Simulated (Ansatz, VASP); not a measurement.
## CaO in VASP and in Ansatz

Contents of INCAR:

```
SYSTEM = CaO
PREC = Accurate
ENCUT = 600
EDIFF = 1E-6
ISMEAR = 0
SIGMA = 0.02
LREAL = .False.
LASPH = .True.
NELM = 80
ALGO = Normal
ISIF = 3
LWAVE = .False.
LCHARG = .False.
GGA = PE
IBRION = 2
NSW = 80
EDIFFG = -0.01
```

Contents of KPOINTS:

```
regular mesh
0
Gamma
  6 6 6
  0 0 0
```

Contents of POSCAR:

```
CaO
1.0
    1.8621469355      1.0751110345      5.9246489806
   -1.8621469355      1.0751110345      5.9246489806
    0.0000000000     -2.1502220690      5.9246489806
Ca O
2 2
Direct
    0.9993077695      0.9993077695      0.9993077695
    0.4993077511      0.4993077511      0.4993077511
    0.3756917432      0.3756917432      0.3756917432
    0.8756920861      0.8756920861      0.8756920861
```

Input for Ansatz:

```yaml
crystal:
  lattice:
    - [1.8621469355, 1.0751110345, 5.9246489806]
    - [-1.8621469355, 1.0751110345, 5.9246489806]
    - [0.0, -2.150222069, 5.9246489806]
  atoms:
    - { symbol: Ca, position: [0.9993077695, 0.9993077695, 0.9993077695] }
    - { symbol: Ca, position: [0.4993077511, 0.4993077511, 0.4993077511] }
    - { symbol: O, position: [0.3756917432, 0.3756917432, 0.3756917432] }
    - { symbol: O, position: [0.8756920861, 0.8756920861, 0.8756920861] }
basis:
  ecutwfc: 420
kpoints:
  mp_grid: { grid: [6, 6, 6] }
hamiltonian:
  xc: pbe
scf:
  occupations: { method: gaussian, width: 0.02 }
output:
  forces: true
  stress: true
  eigenvalues: true
relax:
  adjacent_minimum: "off"
  f_tol: 0.01
  max_steps: 60
  cell: { stress_tol: 0.1 }
```

Alike in both runs: task relaxation of cell and atoms; functional PBE; k mesh 6 × 6 × 6; occupations gaussian, width 0.02 eV; no spin polarisation.

|  | VASP | Ansatz |
| --- | --- | --- |
| version | VASP 6.6.1 | Ansatz 0.2.0 |
| potentials or method | VASP PAW PBE potentials, release 64 (Ca_sv, O), cutoff 600 eV | scalar-relativistic, plane waves, PAW |
| valence electrons in the cell | 32 | 32 |

Ansatz gave:

| Item | Value |
| --- | --- |
| gap on the k mesh at the Fermi level, each at its own relaxed structure (eV) | 3.27 |
| relaxed volume (Å³/atom) | 18.02 |
| relaxed length of the cell vector where the two differ most in proportion (Å) | 6.421 |

Problem. Estimate VASP's values.

Solution. gap on the k mesh at the Fermi level, each at its own relaxed structure (eV): 3.25; relaxed volume (Å³/atom): 18.12; relaxed length of the cell vector where the two differ most in proportion (Å): 6.435.

Ansatz's warnings: structure snapped to symmetry.
